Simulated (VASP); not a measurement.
Write the native input for VASP 6.6.1 that does the following.

```
Task                   : single point
Functional             : PBE
Potentials or basis    : VASP PAW PBE potentials, release 64 (Au)
Cutoff                 : 500 eV
k mesh                 : 18 × 18 × 10
Occupations            : gaussian, width 0.15 eV
Spin                   : no spin polarisation
Dipole correction      : no
Further INCAR settings : ALGO = Normal; EDIFF = 1e-06; NBANDS = 18
```

The structure of Au lies in POSCAR:

```
Au
1.0
    2.8440378883      0.0000000000      0.0000000000
   -1.4220189441      2.4630090606      0.0000000000
    0.0000000000      0.0000000000      4.7677800545
Au
2
Direct
    0.3333333333      0.6666666667      0.7500000000
    0.6666666667      0.3333333333      0.2500000000
```

These files were run (other wordings do the same):

INCAR

```
  PREC = Accurate
  ENCUT = 500
  EDIFF = 1E-6
  ISMEAR = 0
  SIGMA = 0.15
  LREAL = F
  LASPH = T
  NELM = 120
  ALGO = Normal
  ISIF = 2
  LWAVE = F
  LCHARG = F
  GGA = PE
  NBANDS = 18
  GGA_COMPAT = F
```

KPOINTS

```
Automatic mesh
0
Gamma
  18 18 10
```

Potentials or basis: VASP PAW PBE potentials, release 64 (Au).

The run is started by

```sh
$ cat potpaw_PBE.64/Au/POTCAR > POTCAR
$ mpirun -np 1 vasp_std > vasp.out
```

Results of the run:

- Pressure: 12.6 GPa
- Band gap on the k mesh: zero (band 11 reaches 14.24 eV, above the bottom of band 12 at 7.10 eV)

Caveat: spin-orbit coupling is left out, which moves the levels of the heavy elements.

Run time: 51 s on 1 thread of AMD EPYC 9R45 96-Core Processor (Zen 5), on a shared host, peak memory 0.2 GiB.
